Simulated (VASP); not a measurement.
# BN (Cm) in VASP: a series of runs

BN is run at these levels: PBE; tasks: single point.

Everything below comes from runs of VASP 6.6.1. Logs are shortened: lines on timing, memory, paths and dates and some standing lists are left out, and cuts for length are marked.

**1. The cell of the first run**

Symmetry: Cm, No. 8, monoclinic system. The conventional cell has a = 4.439 Å, b = 2.563 Å, c = 12.578 Å, α = 90.00°, β = 93.37°, γ = 90.00°. B (site symmetry m) has 4 N at 1.57 Å within 2.1 Å. B (site symmetry m) has 4 N at 1.57 Å within 2.1 Å. B (site symmetry m) has 4 N at 1.57 Å within 2.1 Å. B (site symmetry m) has 4 N at 1.57 Å within 2.1 Å. B (site symmetry m) has 4 N at 1.57 Å within 2.1 Å. Within 2.1 Å of B (site symmetry m) lie 4 N at 1.57 to 1.74 Å. Within 2.1 Å of N (site symmetry m) lie 4 B at 1.57 Å. N (site symmetry m) has 4 B at 1.57 Å within 2.1 Å.

**2. Single point, PBE (the part above a cut slid along it)**

INCAR reads:

```
SYSTEM = BN
  ALGO = Normal
  EDIFF = 1E-6
  ENCUT = 520
  GGA = PE
  ISIF = 2
  ISMEAR = 0
  LASPH = .True.
  LCHARG = .False.
  LREAL = .False.
  LWAVE = .False.
  NBANDS = 36
  NELM = 60
  PREC = Accurate
  SIGMA = 0.05
```

KPOINTS reads:

```
k-points
0
Gamma
  10 10 2
  0 0 0
```

POSCAR reads:

```
BN
1.0
    1.8123485118     -1.8123485118      0.0000000000
    1.8123485118      0.0000000000     -1.8123485118
    7.8536310412      6.9472755505      6.9472755505
B N
6 6
Direct
    0.9340201400     -0.0659798600      0.3958000000
    0.2951368067      0.2951368067      0.2291333333
    0.5729034733      0.5729034733      0.5624666667
    0.8506701400      0.8506701400      0.8958000000
    0.2117868067      0.2117868067      0.7291333333
    0.6562534733      0.6562534733      0.0624666667
    0.5937409733      0.5937409733      0.4374666667
   -0.0451423600     -0.0451423600      0.2708000000
    0.2326243067      0.2326243067      0.6041333333
    0.5103909733      0.5103909733      0.9374666667
   -0.1284923600     -0.1284923600      0.7708000000
    0.3159743067      0.3159743067      0.1041333333
```

Potentials or basis: VASP PAW PBE potentials, release 64 (B, N).

Launch:

```sh
cat potpaw_PBE.64/B/POTCAR potpaw_PBE.64/N/POTCAR > POTCAR
mpirun -np 1 vasp_std > vasp.out
```

OUTCAR:

```text
SYSTEM = BN
   EDIFF = 1E-6
   ENCUT = 520
   GGA = PE
   ISIF = 2
   ISMEAR = 0
   LASPH = .True.
   LREAL = .False.
   NELM = 60
   PREC = Accurate

 ion  position               nearest neighbor table
   1  0.934  0.934  0.396-   8 1.57   7 1.57   7 1.57   7 1.57
   2  0.295  0.295  0.229-  12 1.57   8 1.57   8 1.57   8 1.57
   3  0.573  0.573  0.562-   9 1.57   9 1.57   9 1.57   7 1.57
   4  0.851  0.851  0.896-  11 1.57  10 1.57  10 1.57  10 1.57
   5  0.212  0.212  0.729-   9 1.57  11 1.57  11 1.57  11 1.57
   6  0.656  0.656  0.062-  12 1.57  12 1.57  12 1.57  10 1.74
   7  0.594  0.594  0.437-   3 1.57   1 1.57   1 1.57   1 1.57
   8  0.955  0.955  0.271-   1 1.57   2 1.57   2 1.57   2 1.57
   9  0.233  0.233  0.604-   3 1.57   3 1.57   3 1.57   5 1.57
  10  0.510  0.510  0.937-   4 1.57   4 1.57   4 1.57   6 1.74
  11  0.872  0.872  0.771-   4 1.57   5 1.57   5 1.57   5 1.57
  12  0.316  0.316  0.104-   6 1.57   6 1.57   6 1.57   2 1.57

  LATTYP: Found a base centered monoclinic cell.
 ALAT       =     4.4393290900
 B/A-ratio  =     0.5773502692
 C/A-ratio  =     2.8333352944
 COS(beta)  =    -0.0588352534

  Lattice vectors:

 A1 = (  -1.8123485118,   1.8123485118,  -0.0000000000)
 A2 = (  -1.8123485118,   0.0000000000,   1.8123485118)
 A3 = (   7.8536310412,   6.9472755505,   6.9472755505)

Analysis of symmetry for initial positions (statically):
=====================================================================
 Subroutine PRICEL returns:
 Original cell was already a primitive cell.

 Routine SETGRP: Setting up the symmetry group for a
 base centered monoclinic supercell.

 Subroutine GETGRP returns: Found  2 space group operations
 (whereof  2 operations were pure point group operations)
 out of a pool of  4 trial point group operations.

The static configuration has the point symmetry C_1h.

Analysis of symmetry for dynamics (positions and initial velocities):
=====================================================================
 Subroutine PRICEL returns:
 Original cell was already a primitive cell.

 Routine SETGRP: Setting up the symmetry group for a
 base centered monoclinic supercell.

 Subroutine GETGRP returns: Found  2 space group operations
 (whereof  2 operations were pure point group operations)
 out of a pool of  4 trial point group operations.

The dynamic configuration has the point symmetry C_1h.

 Subroutine INISYM returns: Found  2 space group operations
 (whereof  2 operations are pure point group operations),
 and found     1 'primitive' translations

----------------------------------------------------------------------------------------

                                     Primitive cell

  volume of cell :      71.4342

  direct lattice vectors                    reciprocal lattice vectors
     1.812348512 -1.812348512  0.000000000     0.176258410 -0.375511845  0.176258410
     1.812348512  0.000000000 -1.812348512     0.176258410  0.176258410 -0.375511845
     7.853631041  6.947275550  6.947275550     0.045980855  0.045980855  0.045980855

  length of vectors
     2.563047845  2.563047845 12.578107794     0.450714100  0.450714100  0.079641176

  position of ions in fractional coordinates (direct lattice)
     0.934020140  0.934020140  0.395800000
     0.295136807  0.295136807  0.229133333
     0.572903473  0.572903473  0.562466667
     0.850670140  0.850670140  0.895800000
     0.211786807  0.211786807  0.729133333
     0.656253473  0.656253473  0.062466667
     0.593740973  0.593740973  0.437466667
     0.954857640  0.954857640  0.270800000
     0.232624307  0.232624307  0.604133333
     0.510390973  0.510390973  0.937466667
     0.871507640  0.871507640  0.770800000
     0.315974307  0.315974307  0.104133333

  ion indices of the primitive-cell ions
   primitive index   ion index
                 1           1
                 2           2
                 3           3
                 4           4
                 5           5
                 6           6
                 7           7
                 8           8
                 9           9
                10          10
                11          11
                12          12

----------------------------------------------------------------------------------------

 KPOINTS: k-points

Automatic generation of k-mesh.
 Grid dimensions read from file:
 generate k-points for:   10   10    2

 Generating k-lattice:

  Cartesian coordinates                     Fractional coordinates (reciprocal lattice)
     0.017625841 -0.037551184  0.017625841     0.100000000  0.000000000 -0.000000000
     0.017625841  0.017625841 -0.037551184     0.000000000  0.100000000  0.000000000
     0.022990427  0.022990427  0.022990427     0.000000000  0.000000000  0.500000000

  Length of vectors
     0.045071410  0.045071410  0.039820588

  Shift w.r.t. Gamma in fractional coordinates (k-lattice)
     0.000000000  0.000000000  0.000000000

 Subroutine IBZKPT returns following result:
 ===========================================

 Found     62 irreducible k-points:

 Following reciprocal coordinates:
            Coordinates               Weight
  0.000000  0.000000  0.000000      1.000000
  0.100000  0.000000 -0.000000      4.000000
  0.200000  0.000000 -0.000000      4.000000
  0.300000  0.000000  0.000000      4.000000
  0.400000  0.000000 -0.000000      4.000000
  0.500000  0.000000  0.000000      2.000000
[... 16 lines left out ...]
  0.300000  0.300000  0.000000      2.000000
  0.400000  0.300000  0.000000      4.000000
 [... further k-points ...]
   k-points           NKPTS =     62   k-points in BZ     NKDIM =     62   number of bands    NBANDS=     36
   number of dos      NEDOS =    301   number of ions     NIONS =     12
   total plane-waves  NPLWV =  38400
   dimension x,y,z NGX =    20 NGY =   20 NGZ =   96
   dimension x,y,z NGXF=    40 NGYF=   40 NGZF=  192
   ions per type =               6   6
   NGX,Y,Z   is equivalent  to a cutoff of  12.97, 12.97, 12.69 a.u.
   NGXF,Y,Z  is equivalent  to a cutoff of  25.95, 25.95, 25.38 a.u.
 SYSTEM =  BN
   PREC   = accura    normal or accurate (medium, high low for compatibility)
   ISTART =      0    job   : 0-new  1-cont  2-samecut
   ICHARG =      2    charge: 1-file 2-atom 10-const
   ISPIN  =      1    spin polarized calculation?
   LNONCOLLINEAR =      F non collinear calculations
   LSORBIT =      F    spin-orbit coupling
   LASPH  =      T    aspherical Exc in radial PAW
   ENCUT  =  520.0 eV  38.22 Ry    6.18 a.u.   4.77  4.77 23.39*2*pi/ulx,y,z
   NELM   =     60;   NELMIN=  2; NELMDL= -5     # of ELM steps
   EDIFF  = 0.1E-05   stopping-criterion for ELM
   LREAL  =      F    real-space projection
   EDIFFG = 0.1E-04   stopping-criterion for IOM
   NSW    =      0    number of steps for IOM
   IBRION =     -1    ionic relax: 0-MD 1-quasi-New 2-CG
   NFREE  =      0    steps in history (QN), initial steepest desc. (CG)
   ISIF   =      2    stress and relaxation
   ISYM   =      2    0-nonsym 1-usesym 2-fastsym
   POTIM  = 0.5000    time-step for ionic-motion
   TEBEG  =    0.0;   TEEND  =   0.0 temperature during run
   PSTRESS=    0.0 pullay stress
   NELECT =      48.0000    total number of electrons
   NUPDOWN=      -1.0000    fix difference up-down
   EMIN   =  10.00;   EMAX   =-10.00  energy-range for DOS
   EFERMI =   0.00;   METHOD = LEGACY
   ISMEAR =     0;   SIGMA  =   0.05  broadening in eV -4-tet -1-fermi 0-gaus
   EFERMI_NEDOS =   21; number of points for ismear=-14 and -15
   IALGO  =     38    algorithm
   IMIX   =      4    mixing-type and parameters
     AMIX     =   0.40;   BMIX     =  1.00
     AMIX_MAG =   1.60;   BMIX_MAG =  1.00
  volume/ion in A,a.u.               =       5.95        40.17
  Fermi-wavevector in a.u.,A,eV,Ry     =   1.433903  2.709684 27.974638  2.056078
  Thomas-Fermi vector in A             =   2.553370
   LORBIT       =      0    0 simple, 1 ext, 2 COOP (PROOUT), +10 PAW based schemes
   GGA     = PE    functional components
   LHFCALC =     F    Hartree Fock is set to
   AEXX    =    0.0000 exact exchange contribution
   IVDW    =     0    specifies the selected vdW correction
   LEPSILON=     F    determine dielectric tensor
   LRPA    =     F    only Hartree local field effects (RPA)
 non-spin polarized calculation
 Gauss-broadening in eV      SIGMA  =   0.05
  energy-cutoff  :      520.00
  volume of cell :       71.43
 maximum number of plane-waves:      1944
   NGX =  9   NGY =  9   NGZ = 47

 number of electron      47.9999995 magnetization

 Free energy of the ion-electron system (eV)
  ---------------------------------------------------
  ext. energy  EPLUGINS =         0.00000000
  ---------------------------------------------------
  free energy    TOTEN  =      -103.00511487 eV

  energy without entropy =     -103.00511487  energy(sigma->0) =     -103.00511487

 E-fermi :   8.1728     XC(G=0): -12.7998

 val. band max:        7.8909702694   @ k =   0.0000   0.0000   0.0000
 cond. band min:      11.1741088794   @ k =   0.5000   0.0000   0.0000
 fundamental gap:      3.2831386100
 Fermi energy:         8.1727694017

 k-point     1 :       0.0000    0.0000    0.0000
  band No.  band energies     occupation
      1     -12.8699      2.00000
      2     -12.2032      2.00000
      3     -12.0641      2.00000
      4     -10.3454      2.00000
      5     -10.2145      2.00000
      6      -8.5772      2.00000
[... 28 lines left out ...]
     35      17.3261      0.00000
     36      17.4462      0.00000

 k-point     2 :       0.1000    0.0000   -0.0000
  band No.  band energies     occupation
      1     -12.6560      2.00000
      2     -11.9973      2.00000
      3     -11.8493      2.00000
      4     -10.1649      2.00000
      5     -10.0094      2.00000
      6      -8.4152      2.00000
[... 28 lines left out ...]
     35      17.6756      0.00000
     36      17.8988      0.00000

 k-point     3 :       0.2000    0.0000   -0.0000
  band No.  band energies     occupation
      1     -12.0254      2.00000
      2     -11.3918      2.00000
      3     -11.2176      2.00000
      4      -9.6388      2.00000
      5      -9.4213      2.00000
      6      -7.9637      2.00000
[... 28 lines left out ...]
     35      18.4834      0.00000
     36      19.0353      0.00000

 k-point     4 :       0.3000    0.0000    0.0000
  band No.  band energies     occupation
      1     -11.0217      2.00000
      2     -10.4406      2.00000
      3     -10.2148      2.00000
      4      -8.8608      2.00000
      5      -8.5366      2.00000
      6      -7.3669      2.00000
[... 28 lines left out ...]
     35      18.6136      0.00000
     36      19.0095      0.00000

 k-point     5 :       0.4000    0.0000   -0.0000
  band No.  band energies     occupation
      1      -9.7792      2.00000
      2      -9.3211      2.00000
      3      -8.9599      2.00000
      4      -8.1817      2.00000
      5      -7.5979      2.00000
      6      -7.0229      2.00000
[... 655 lines left out ...]
 k-point    22 :      -0.2000    0.2000    0.0000
  band No.  band energies     occupation
      1     -10.4552      2.00000
      2      -9.8645      2.00000
      3      -9.6985      2.00000
      4      -8.3396      2.00000
      5      -8.1735      2.00000
      6      -7.0593      2.00000
[... 28 lines left out ...]
     35      19.5653      0.00000
     36      19.8336      0.00000

 k-point    23 :       0.3000    0.3000    0.0000
  band No.  band energies     occupation
      1     -11.0108      2.00000
      2     -10.4588      2.00000
      3     -10.1772      2.00000
      4      -8.9007      2.00000
      5      -8.4947      2.00000
      6      -7.3811      2.00000
[... 28 lines left out ...]
     35      18.8323      0.00000
     36      19.1255      0.00000

 k-point    24 :       0.4000    0.3000    0.0000
  band No.  band energies     occupation
      1     -10.2582      2.00000
      2      -9.7432      2.00000
      3      -9.4527      2.00000
      4      -8.3438      2.00000
      5      -7.9613      2.00000
      6      -7.0685      2.00000
[... 28 lines left out ...]
     35      18.6717      0.00000
     36      19.0984      0.00000

 [... further k-points ...]

------------------------ aborting loop because EDIFF is reached ----------------------------------------

  FORCE on cell =-STRESS in cart. coord.  units (eV):
  Direction    XX          YY          ZZ          XY          YZ          ZX
  --------------------------------------------------------------------------------------
  -------------------------------------------------------------------------------------
  Total       -8.0198405      4.7425453      4.7425453     -0.1181111      5.6776827     -0.1181114
  in kB     -179.8746339    106.3691483    106.3691483     -2.6490785    127.3430677     -2.6490865
  external PRESSURE =      10.9545542 kB  Pullay stress =       0.0000000 kB

 VOLUME and BASIS-vectors are now :
 -----------------------------------------------------------------------------
  energy-cutoff  :      520.00
  volume of cell :       71.43
      direct lattice vectors                 reciprocal lattice vectors
     1.812348512 -1.812348512  0.000000000     0.176258410 -0.375511845  0.176258410
     1.812348512  0.000000000 -1.812348512     0.176258410  0.176258410 -0.375511845
     7.853631041  6.947275550  6.947275550     0.045980855  0.045980855  0.045980855

 POSITION                                       TOTAL-FORCE (eV/Angst)
 -----------------------------------------------------------------------------------
      6.49401      1.05696      1.05696         0.048758      0.075777      0.075777
      2.86931      1.05696      1.05696        -0.082907      0.288512      0.288512
      6.49401      2.86931      2.86931         0.061363      0.066645      0.066645
     10.11870      4.68166      4.68166         0.130026     -0.204447     -0.204447
      6.49401      4.68166      4.68166         0.034077      0.076838      0.076838
      2.86931     -0.75539     -0.75539        -2.231705      1.413177      1.413177
      5.58783      1.96314      1.96314        -0.067357     -0.064301     -0.064301
      5.58783      0.15079      0.15079        -0.102441     -0.038339     -0.038339
      5.58783      3.77548      3.77548        -0.047194     -0.077521     -0.077521
      9.21253      5.58783      5.58783         2.316516     -2.166389     -2.166389
      9.21253      3.77548      3.77548         0.097733     -0.261802     -0.261802
      1.96314      0.15079      0.15079        -0.156870      0.891850      0.891850
 -----------------------------------------------------------------------------------
    total drift:                               -0.000298      0.000033      0.000033

  FREE ENERGIE OF THE ION-ELECTRON SYSTEM (eV)
  ---------------------------------------------------
  free  energy   TOTEN  =      -103.0051148654 eV

  energy  without entropy=     -103.0051148654  energy(sigma->0) =     -103.00511487
```

It took 74 s on 1 thread of Intel Xeon 6975P-C (Granite Rapids), shared host; peak memory 0.25 GiB.

Results:

```
Free energy            : -103.0051 eV
Pressure               : 1.1 GPa
Largest force          : 3.841 eV/Å
Band gap on the k mesh : 3.28 eV (least direct gap 4.63 eV)
```

Forces in eV/Å, atoms in the order of the input:
```
B    0.049  0.076  0.076
B   -0.083  0.289  0.289
B    0.061  0.067  0.067
B    0.130 -0.204 -0.204
B    0.034  0.077  0.077
B   -2.232  1.413  1.413
N   -0.067 -0.064 -0.064
N   -0.102 -0.038 -0.038
N   -0.047 -0.078 -0.078
N    2.317 -2.166 -2.166
N    0.098 -0.262 -0.262
N   -0.157  0.892  0.892
```

Stress tensor (GPa, compression positive):
```
-17.99  -0.26  -0.26
 -0.26  10.64  12.73
 -0.26  12.73  10.64
```

Caveat: the cell differs from its parent crystal (the part above a cut slid along it); the stress differs along the axes, from -18 to 11 GPa; forces of over 1 eV/Å act on the atoms, so gaps and moduli don't describe the material at rest.

**3. Single point, PBE (the part above a cut slid along it)**

INCAR reads:

```
PREC     = Accurate       # precision mode
ENCUT    = 520            # plane-wave cutoff, eV
EDIFF    = 1E-6           # SCF threshold, eV
ISMEAR   = 0              # smearing method
SIGMA    = 0.05           # smearing width, eV
LREAL    = False          # projectors in reciprocal space
LASPH    = True           # aspherical terms in the spheres
NELM     = 80             # most SCF steps
ALGO     = Normal         # electronic algorithm
ISIF     = 2              # what is computed and relaxed
LWAVE    = False          # write WAVECAR
LCHARG   = False          # write CHGCAR
GGA      = PE             # functional
NBANDS   = 36             # bands
```

KPOINTS reads:

```
regular mesh
0
Gamma
  10 10 2
```

POSCAR reads:

```
BN
1.0
    1.8123485118     -1.8123485118      0.0000000000
    1.8123485118      0.0000000000     -1.8123485118
    9.0617425592      6.3432197915      6.3432197915
B N
6 6
Direct
    0.8021000000     -0.1979000000      0.3958000000
    0.2187666667      0.2187666667      0.2291333333
    0.3854333333      0.3854333333      0.5624666667
    0.5521000000      0.5521000000      0.8958000000
   -0.0312333333     -0.0312333333      0.7291333333
    0.6354333333      0.6354333333      0.0624666667
    0.4479333333      0.4479333333      0.4374666667
   -0.1354000000     -0.1354000000      0.2708000000
    0.0312666667      0.0312666667      0.6041333333
    0.1979333333      0.1979333333      0.9374666667
   -0.3854000000     -0.3854000000      0.7708000000
    0.2812666667      0.2812666667      0.1041333333
```

Potentials or basis: VASP PAW PBE potentials, release 64 (B, N).

Launch:

```sh
cat potpaw_PBE.64/B/POTCAR potpaw_PBE.64/N/POTCAR > POTCAR
mpirun -np 1 vasp_std > vasp.out
```

It took 78 s on 1 thread of Intel Xeon 6975P-C (Granite Rapids), shared host; peak memory 0.25 GiB.

Results (log left out):

- Free energy: -101.9126 eV
- Pressure: 1.3 GPa
- Largest force: 2.177 eV/Å
- Band gap on the k mesh: 2.83 eV (least direct gap 3.97 eV)

Forces on the atoms (eV/Å):
```
B    0.107  0.098  0.098
B    0.508  0.120  0.120
B    0.097  0.097  0.097
B   -0.726  0.183  0.183
B    0.086  0.090  0.090
B    0.448  0.749  0.749
N   -0.095 -0.100 -0.100
N   -0.086 -0.098 -0.098
N   -0.101 -0.101 -0.101
N   -1.727 -0.937 -0.937
N   -0.218 -0.209 -0.209
N    1.706  0.110  0.110
```

Stress tensor (GPa, compression positive):
```
13.51  6.90  6.90
 6.90 -4.79  5.91
 6.90  5.91 -4.79
```

Levels at points of the mesh, in eV from the valence-band top:
| k point | band 22 | band 23 | band 24 | band 25 | band 26 | band 27 |
| --- | --- | --- | --- | --- | --- | --- |
| (0.00, 0.00, 0.00) | -0.55 | -0.48 | 0.00 | 6.61 | 8.05 | 8.13 |
| (0.50, 0.00, 0.00) | -3.21 | -2.57 | -1.34 | 2.86 | 4.78 | 5.27 |
| (0.50, 0.50, 0.00) | -3.00 | -2.45 | -1.91 | 3.94 | 4.42 | 5.53 |
| (0.00, 0.00, 0.50) | -0.64 | -0.49 | -0.42 | 6.66 | 8.03 | 8.07 |
| (0.50, 0.00, 0.50) | -2.88 | -2.58 | -1.33 | 2.92 | 4.32 | 6.10 |
| (0.50, 0.50, 0.50) | -2.93 | -2.59 | -1.72 | 3.63 | 4.81 | 5.66 |

Caveat: the cell differs from its parent crystal (the part above a cut slid along it); the stress differs along the axes, from -5 to 14 GPa; forces of over 1 eV/Å act on the atoms, so gaps and moduli don't describe the material at rest. A k mesh can miss the band edges.

(Part 1 of 2 ends here.)
